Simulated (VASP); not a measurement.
Input of a VASP 6.6.1 run:

Contents of INCAR:

```
SYSTEM = Mn
PREC = Accurate
ENCUT = 520
EDIFF = 1E-6
ISMEAR = -1
SIGMA = 0.1
LREAL = .FALSE.
LASPH = .TRUE.
NELM = 80
ALGO = Normal
ISIF = 2
LWAVE = .FALSE.
LCHARG = .FALSE.
GGA = B5
ALDAX = 1.0
AGGAX = 1.0
AGGAC = 1.0
ALDAC = 0.0
NBANDS = 26
```

File KPOINTS:

```
Automatic mesh
0
G
  9 9 13
  0 0 0
```

File POSCAR:

```
Mn
1.0
    3.9472164374      0.0000000000      0.0000000000
   -1.9736082187      3.4183897090      0.0000000000
    0.0000000000      0.0000000000      2.4889000761
Mn
3
Direct
    1.0000000000      0.0000000000      0.0000000000
    0.3333333333      0.6666666667      0.5000000000
    0.6666666667      0.3333333333      0.5000000000
```

Potentials or basis: VASP PAW PBE potentials, release 64 (Mn_pv).

Command:

```sh
$ cat potpaw_PBE.64/Mn_pv/POTCAR > POTCAR
$ mpirun -np 1 vasp_std > vasp.out
```

Task: Estimate the band gap on the k mesh.

Result: Zero (an odd number of electrons rules out a gap without spin polarisation).

Task: What does it give for the pressure?

Result: 0.2 GPa.

Stress tensor (GPa, compression positive):
```
0.22 0.00 0.00
0.00 0.22 0.00
0.00 0.00 0.14
```

Caveat: the PAW data sets were made with another functional, which shifts forces and pressure a little; the run has no spin polarisation, though such a crystal can be magnetic. Spin polarisation is off, so any magnetic state and its effect on volume and gap are missing.
